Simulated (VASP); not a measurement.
BN: G0W0 quasiparticle levels with PBE

Crystal: BN.

```
CELL_PARAMETERS angstrom
0.05587 1.78851 1.78851
1.78851 0.05587 1.78851
1.78851 1.78851 0.05587
ATOMIC_POSITIONS crystal
B 0.00044 0.00044 0.00044
N 0.24956 0.24956 0.24956
```

```
Program                         : VASP 6.6.1
Task                            : G0W0 quasiparticle levels
Functional                      : PBE
Potentials or basis             : VASP PAW PBE potentials, release 64 (B_GW, N_GW)
Cutoff                          : 500 eV
k mesh                          : 6 × 6 × 6
Occupations                     : gaussian, width 0.01 eV
Spin                            : no spin polarisation
Dipole correction               : no
GW scheme                       : G0W0
GW iterations                   : 1
Cutoff of the response function : 150
Frequency points                : 96
Empty bands                     : 45
Further INCAR settings          : ALGO = EVGW0; EDIFF = 1e-08; NBANDS = 49
```

```yaml
Quasiparticle_gap: 5.86 eV
Least_direct_quasiparticle_gap: 9.97 eV
Band_gap_of_the_starting_levels_on_the_mesh: 4.36 eV
Least_direct_gap_of_the_starting_levels_on_the_mesh: 7.89 eV
```

Wall time 2.1 min on 1 thread of Intel Xeon 8259CL, with other jobs on the host, peak memory 0.24 GiB.

Caveat: the k points lie up to 0.52 Å⁻¹ apart; bands, screening cutoff and mesh are small and nothing is extrapolated, so the quasiparticle values aren't converged.
